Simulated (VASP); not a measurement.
# MnO (Fm-3m) in VASP: a series of runs, part 2 of 3

VASP 6.6.1. Earlier steps stand in the parts before.

### Step 3. Single point, PBE, collinear spin, ferromagnetic start (volume scaled by 0.97)

INCAR reads:

```
PREC     = Accurate       # precision mode
ENCUT    = 520            # plane-wave cutoff, eV
EDIFF    = 1E-6           # SCF threshold, eV
ISMEAR   = -1             # smearing method
SIGMA    = 0.05           # smearing width, eV
LREAL    = F              # projectors in reciprocal space
LASPH    = T              # aspherical terms in the spheres
NELM     = 150            # most SCF steps
ALGO     = Normal         # electronic algorithm
ISIF     = 2              # what is computed and relaxed
LWAVE    = F              # write WAVECAR
LCHARG   = F              # write CHGCAR
ISPIN    = 2              # spin polarisation
MAGMOM   = 4 0            # initial moments
LORBIT   = 11             # projections on sites
LMAXMIX  = 4              # l up to which the mixer works
GGA      = PE             # functional
NBANDS   = 20             # bands
```

KPOINTS reads:

```
regular mesh
0
Gamma
  14 14 14
```

POSCAR reads:

```
MnO
1.0
    0.0000000000      2.1995540209      2.1995540209
    2.1995540209      0.0000000000      2.1995540209
    2.1995540209      2.1995540209      0.0000000000
Mn O
1 1
Direct
    0.0000000000      0.0000000000      0.0000000000
    0.5000000000      0.5000000000      0.5000000000
```

Potentials or basis: VASP PAW PBE potentials, release 64 (Mn_pv, O).

On the command line:

```
> cat potpaw_PBE.64/Mn_pv/POTCAR potpaw_PBE.64/O/POTCAR > POTCAR
> mpirun -np 1 vasp_std > vasp.out
```

OUTCAR:

```text
PREC = Accurate
   ENCUT = 520
   EDIFF = 1E-6
   ISMEAR = -1
   LREAL = F
   LASPH = T
   NELM = 150
   ISIF = 2
   ISPIN = 2
   LORBIT = 11
   GGA = PE

 ion  position               nearest neighbor table
   1  0.000  0.000  0.000-   2 2.20   2 2.20   2 2.20   2 2.20   2 2.20   2 2.20
   2  0.500  0.500  0.500-   1 2.20   1 2.20   1 2.20   1 2.20   1 2.20   1 2.20

  LATTYP: Found a face centered cubic cell.
 ALAT       =     4.3991080418

  Lattice vectors:

 A1 = (   0.0000000000,   2.1995540209,   2.1995540209)
 A2 = (   2.1995540209,   0.0000000000,   2.1995540209)
 A3 = (   2.1995540209,   2.1995540209,   0.0000000000)

Analysis of symmetry for initial positions (statically):
=====================================================================
 Subroutine PRICEL returns:
 Original cell was already a primitive cell.

 Routine SETGRP: Setting up the symmetry group for a
 face centered cubic supercell.

 Subroutine GETGRP returns: Found 48 space group operations
 (whereof 48 operations were pure point group operations)
 out of a pool of 48 trial point group operations.

The static configuration has the point symmetry O_h .

Analysis of symmetry for dynamics (positions and initial velocities):
=====================================================================
 Subroutine PRICEL returns:
 Original cell was already a primitive cell.

 Routine SETGRP: Setting up the symmetry group for a
 face centered cubic supercell.

 Subroutine GETGRP returns: Found 48 space group operations
 (whereof 48 operations were pure point group operations)
 out of a pool of 48 trial point group operations.

The dynamic configuration has the point symmetry O_h .

Analysis of structural, dynamic, and magnetic symmetry:
=====================================================================
 Subroutine PRICEL returns:
 Original cell was already a primitive cell.

 Routine SETGRP: Setting up the symmetry group for a
 face centered cubic supercell.

 Subroutine GETGRP returns: Found 48 space group operations
 (whereof 48 operations were pure point group operations)
 out of a pool of 48 trial point group operations.

The overall configuration has the point symmetry O_h .

 Subroutine INISYM returns: Found 48 space group operations
 (whereof 48 operations are pure point group operations),
 and found     1 'primitive' translations

----------------------------------------------------------------------------------------

                                     Primitive cell

  volume of cell :      21.2831

  direct lattice vectors                    reciprocal lattice vectors
     0.000000000  2.199554021  2.199554021    -0.227318809  0.227318809  0.227318809
     2.199554021  0.000000000  2.199554021     0.227318809 -0.227318809  0.227318809
     2.199554021  2.199554021  0.000000000     0.227318809  0.227318809 -0.227318809

  length of vectors
     3.110639128  3.110639128  3.110639128     0.393727726  0.393727726  0.393727726

[... 61 lines left out ...]
 [... further k-points ...]
   k-points           NKPTS =    104   k-points in BZ     NKDIM =    104   number of bands    NBANDS=     20
   number of dos      NEDOS =    301   number of ions     NIONS =      2
   total plane-waves  NPLWV =  13824
   dimension x,y,z NGX =    24 NGY =   24 NGZ =   24
   dimension x,y,z NGXF=    48 NGYF=   48 NGZF=   48
   ions per type =               1   1
   NGX,Y,Z   is equivalent  to a cutoff of  12.83, 12.83, 12.83 a.u.
   NGXF,Y,Z  is equivalent  to a cutoff of  25.65, 25.65, 25.65 a.u.
 SYSTEM =  unknown system
   PREC   = accura    normal or accurate (medium, high low for compatibility)
   ISTART =      0    job   : 0-new  1-cont  2-samecut
   ICHARG =      2    charge: 1-file 2-atom 10-const
   ISPIN  =      2    spin polarized calculation?
   LNONCOLLINEAR =      F non collinear calculations
   LSORBIT =      F    spin-orbit coupling
   LASPH  =      T    aspherical Exc in radial PAW
   ENCUT  =  520.0 eV  38.22 Ry    6.18 a.u.   5.78  5.78  5.78*2*pi/ulx,y,z
   NELM   =    150;   NELMIN=  2; NELMDL= -5     # of ELM steps
   EDIFF  = 0.1E-05   stopping-criterion for ELM
   LREAL  =      F    real-space projection
   EDIFFG = 0.1E-04   stopping-criterion for IOM
   NSW    =      0    number of steps for IOM
   IBRION =     -1    ionic relax: 0-MD 1-quasi-New 2-CG
   NFREE  =      0    steps in history (QN), initial steepest desc. (CG)
   ISIF   =      2    stress and relaxation
   ISYM   =      2    0-nonsym 1-usesym 2-fastsym
   POTIM  = 0.5000    time-step for ionic-motion
   TEBEG  =    0.0;   TEEND  =   0.0 temperature during run
   PSTRESS=    0.0 pullay stress
   NELECT =      19.0000    total number of electrons
   NUPDOWN=      -1.0000    fix difference up-down
   EMIN   =  10.00;   EMAX   =-10.00  energy-range for DOS
   EFERMI =   0.00;   METHOD = LEGACY
   ISMEAR =    -1;   SIGMA  =   0.05  broadening in eV -4-tet -1-fermi 0-gaus
   EFERMI_NEDOS =   21; number of points for ismear=-14 and -15
   IALGO  =     38    algorithm
   IMIX   =      4    mixing-type and parameters
     AMIX     =   0.40;   BMIX     =  1.00
     AMIX_MAG =   1.60;   BMIX_MAG =  1.00
  volume/ion in A,a.u.               =      10.64        71.81
  Fermi-wavevector in a.u.,A,eV,Ry     =   1.576333  2.978838 33.808122  2.484827
  Thomas-Fermi vector in A             =   2.677182
   LORBIT       =     11    0 simple, 1 ext, 2 COOP (PROOUT), +10 PAW based schemes
   GGA     = PE    functional components
   LHFCALC =     F    Hartree Fock is set to
   AEXX    =    0.0000 exact exchange contribution
   IVDW    =     0    specifies the selected vdW correction
   LEPSILON=     F    determine dielectric tensor
   LRPA    =     F    only Hartree local field effects (RPA)
 spin polarized calculation
  energy-cutoff  :      520.00
  volume of cell :       21.28
 maximum number of plane-waves:       588
   NGX = 11   NGY = 11   NGZ = 11

 number of electron      19.0000000 magnetization       4.6797018

 Free energy of the ion-electron system (eV)
  ---------------------------------------------------
  ext. energy  EPLUGINS =         0.00000000
  ---------------------------------------------------
  free energy    TOTEN  =       -16.39830139 eV

  energy without entropy =      -16.38999858  energy(sigma->0) =      -16.39414998

 E-fermi :   7.9718     XC(G=0): -12.0479

 val. band max:        7.9600596158   @ k =   0.3571   0.2143   0.0000
 cond. band min:       7.9953881425   @ k =  -0.4286   0.4286   0.1429
 fundamental gap:      0.0353285267
 Fermi energy:         7.9718139769

 spin component 1

 k-point     1 :       0.0000    0.0000    0.0000
  band No.  band energies     occupation
      1     -42.4141      1.00000
      2     -42.4141      1.00000
      3     -42.4141      1.00000
      4     -12.6179      1.00000
      5       4.0295      1.00000
      6       4.0295      1.00000
[... 541 lines left out ...]
     19      30.5606      0.00000
     20      33.4753      0.00000

 [... further k-points ...]

 spin component 2

 k-point     1 :       0.0000    0.0000    0.0000
  band No.  band energies     occupation
      1     -37.8246      1.00000
      2     -37.8246      1.00000
      3     -37.8246      1.00000
      4     -12.1827      1.00000
      5       4.4088      1.00000
      6       4.4088      1.00000
[... 541 lines left out ...]
     19      31.9948      0.00000
     20      34.9533      0.00000

 [... further k-points ...]
[... 5 lines left out ...]
  --------------------------------------------------------------------------------------
  -------------------------------------------------------------------------------------
  Total        0.4685286      0.4685286      0.4685286      0.0000000      0.0000000     -0.0000000
  in kB       35.2705952     35.2705952     35.2705952      0.0000000      0.0000000     -0.0000000
  external PRESSURE =      35.2705952 kB  Pullay stress =       0.0000000 kB

 VOLUME and BASIS-vectors are now :
 -----------------------------------------------------------------------------
  energy-cutoff  :      520.00
  volume of cell :       21.28
      direct lattice vectors                 reciprocal lattice vectors
     0.000000000  2.199554021  2.199554021    -0.227318809  0.227318809  0.227318809
     2.199554021  0.000000000  2.199554021     0.227318809 -0.227318809  0.227318809
     2.199554021  2.199554021  0.000000000     0.227318809  0.227318809 -0.227318809

 POSITION                                       TOTAL-FORCE (eV/Angst)
 -----------------------------------------------------------------------------------
      0.00000      0.00000      0.00000        -0.000000      0.000000     -0.000000
      2.19955      2.19955      2.19955         0.000000     -0.000000      0.000000
 -----------------------------------------------------------------------------------
    total drift:                                0.000000     -0.000000     -0.000000

  FREE ENERGIE OF THE ION-ELECTRON SYSTEM (eV)
  ---------------------------------------------------
  free  energy   TOTEN  =       -16.3983013917 eV

  energy  without entropy=      -16.3899985763  energy(sigma->0) =      -16.39414998

 total charge

# of ion       s       p       d       tot
------------------------------------------
    1        0.208   6.186   4.995  11.389
    2        1.562   3.425   0.000   4.987
--------------------------------------------------
tot          1.769   9.612   4.995  16.376

 magnetization (x)

# of ion       s       p       d       tot
------------------------------------------
    1        0.034   0.026   4.202   4.261
    2        0.031   0.165   0.000   0.196
--------------------------------------------------
tot          0.065   0.191   4.202   4.457
```

Run time: 27 s. Hardware: 1 thread of Intel Xeon 6975P-C (Granite Rapids), shared host; peak memory 0.19 GiB.

What came out:

| Quantity | Value |
| --- | --- |
| Free energy | -16.3983 eV |
| Pressure | 3.5 GPa |
| Net moment | 4.68 μB per cell |
| Site moments | Mn +4.26; O +0.20 μB |
| Valence electrons inside the program's atomic spheres | Mn 11.39; O 4.99 |

Caveat: a cell with one magnetic atom can't hold antiferromagnetic order, which such compounds often take; semilocal functionals often make such compounds metallic where correlation or magnetic order opens a gap, which also shifts bond lengths.

(Continued in part 3 of 3.)
